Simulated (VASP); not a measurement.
Set up this calculation in VASP 6.6.1, as the native input.

```
Task                   : single point
Functional             : LDA
Potentials or basis    : VASP PAW LDA potentials, release 64 (Al)
Cutoff                 : 520 eV
k mesh                 : 14 × 14 × 4
Occupations            : fermi-dirac, width 0.05 eV
Spin                   : no spin polarisation
Dipole correction      : no
Further INCAR settings : ALGO = Normal; EDIFF = 1e-06; NBANDS = 14
```

The structure of Al lies in POSCAR:

```
Al
1.0
    2.8270770000      0.0094235900      0.0094235900
   -1.4053779300      2.4436092033      0.0034492733
    0.0306199767      0.0306199767      9.1859930000
Al
4
Direct
    0.0000000000      0.0000000000      0.0000000000
    0.3333333333      0.6666666667      0.2500000000
    0.0000000000      0.0000000000      0.5000000000
    0.6666666667      0.3333333333      0.7500000000
```

One way to write it, as run:

INCAR

```
  ALGO = Normal
  EDIFF = 1E-6
  ENCUT = 520
  GGA = CA
  ISIF = 2
  ISMEAR = -1
  LASPH = T
  LCHARG = F
  LREAL = F
  LWAVE = F
  NBANDS = 14
  NELM = 100
  PREC = Accurate
  SIGMA = 0.05
```

KPOINTS

```
k-points
0
Gamma
  14 14 4
```

Potentials or basis: VASP PAW LDA potentials, release 64 (Al).

Command:

```console
$ cat potpaw_LDA.64/Al/POTCAR > POTCAR
$ mpirun -np 1 vasp_std > vasp.out
```

Results of the run:

```yaml
Pressure: -0.2 GPa
Band_gap_on_the_k_mesh: zero (bands 6 and 7 overlap by 5.85 eV)
```

It took 5.8 min on 1 thread of Intel Xeon 8259CL, on a shared host, peak memory 0.35 GiB.
